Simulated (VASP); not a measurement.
Runs of VASP 6.6.1 on F. The structure is that of space group C2/c (No. 15), or close to it. The cells are those of the table. 

```csv
task,cell,k mesh,cutoff (eV),gap on the mesh (eV),pressure (GPa),largest force (eV/Å)
relaxation of cell and atoms,"relaxed from a = 3.202, b = 3.202, c = 7.280 Å, angles 100.4, 100.4, 61.6°, 4 atoms",6 × 6 × 3,600,2.80,0.0,0.01
single point,"a = 3.687, b = 3.687, c = 7.936 Å, angles 101.5, 101.5, 60.9°, 4 atoms",6 × 6 × 3,520,2.98,0.2,0.33
single point,"a = 3.586, b = 3.586, c = 7.718 Å, angles 101.5, 101.5, 60.9°, 4 atoms",9 × 9 × 4,520,3.39,(a),1.86
single point,"a = 3.687, b = 3.687, c = 7.936 Å, angles 101.5, 101.5, 60.9°, 4 atoms",9 × 9 × 4,520,2.98,0.2,0.33
```

Alike in all rows: level RPBE; potentials or basis VASP PAW PBE potentials, release 64 (F); no spin polarisation; smearing fermi-dirac 0.05 eV.

Task: Estimate the missing entries.

Result: (a) 3.1.

Caveats: the PAW data sets were made with another functional, which shifts forces and pressure a little.

A k mesh can miss the band edges.
